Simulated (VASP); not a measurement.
## N: single point with PBE+D3(BJ)

System: N.

```
N
1.0
     8.86210    0.00000    0.00000
     0.00000    8.86210    0.00000
     0.00000    0.00000    8.86210
N
24
Direct
  0.29764 0.44781 0.31462
  0.23256 0.39341 0.22422
  0.77272 0.90482 0.25491
  0.81801 0.79245 0.23115
  0.73122 0.49151 0.39509
  0.69798 0.59128 0.45494
  0.10476 0.75589 0.56170
  0.13715 0.87615 0.56322
  0.69532 0.84245 0.85508
  0.79161 0.81181 0.78981
  0.38913 0.86168 0.27519
  0.44273 0.75719 0.25071
  0.72159 0.27626 0.76978
  0.84421 0.27109 0.76563
  0.87483 0.53960 0.09096
  0.93019 0.47090 0.00095
  0.57469 0.23109 0.18008
  0.56676 0.30006 0.07612
  0.46983 0.93342 0.63509
  0.57849 0.96488 0.57930
  0.39804 0.49043 0.72050
  0.52015 0.50192 0.69564
  0.10991 0.85800 0.85131
  0.15967 0.90564 0.95792
```

```yaml
Program: VASP 6.6.1
Task: single point
Functional: PBE
Dispersion: D3(BJ)
Potentials_or_basis: VASP PAW PBE potentials, release 64 (N_h)
Cutoff: 1000 eV
k_mesh: 1 × 1 × 1
Occupations: fermi-dirac, width 0.05 eV
Spin: no spin polarisation
Dipole_correction: no
Further_INCAR_settings: LREAL = Auto; ALGO = Normal; EDIFF = 1e-06; NBANDS = 78
```

- Pressure: 1.6 GPa
- Largest force: 6.474 eV/Å
- Dispersion energy per atom: -0.044 eV

Forces in eV/Å, atoms in the order of the input:
```
N    0.251  0.223  0.468
N   -0.331 -0.241 -0.399
N   -0.447  1.233  0.184
N    0.526 -0.508 -0.005
N    1.302 -3.999 -2.253
N   -1.214  3.909  2.266
N    0.079  0.176 -0.388
N   -0.113 -0.287 -0.481
N   -4.567  1.416  3.429
N    4.663 -1.598 -3.157
N   -2.921  5.632  1.289
N    2.856 -5.596 -1.383
N   -2.028 -0.142  0.040
N    2.143 -0.194 -0.215
N    0.873 -1.573 -1.652
N   -0.689  1.176  1.427
N   -0.044  0.369 -0.638
N    0.042 -0.412  0.666
N    1.778  0.583 -1.002
N   -1.949 -0.398  0.778
N    0.823  0.090 -0.179
N   -1.121  0.039  0.337
N    1.163  1.146  3.254
N   -1.076 -1.042 -2.387
```

Stress tensor (GPa, compression positive):
```
 1.56 -1.50 -0.77
-1.50  2.45  0.90
-0.77  0.90  0.82
```

Levels at points of the mesh, in eV from the Fermi level:
```
           k point  band 57  band 58  band 59  band 60  band 61  band 62  band 63  band 64
(0.00, 0.00, 0.00)    -1.77    -1.51    -1.39    -1.27     5.68     5.77     5.86     5.98
```

Run time: 2.6 min on 1 thread of Intel(R) Xeon(R) 6975P-C (Granite Rapids), on a shared host, peak memory 1.4 GiB.

Caveat: the k points lie up to 0.71 Å⁻¹ apart; the atoms stand as in a frame of molecular dynamics.
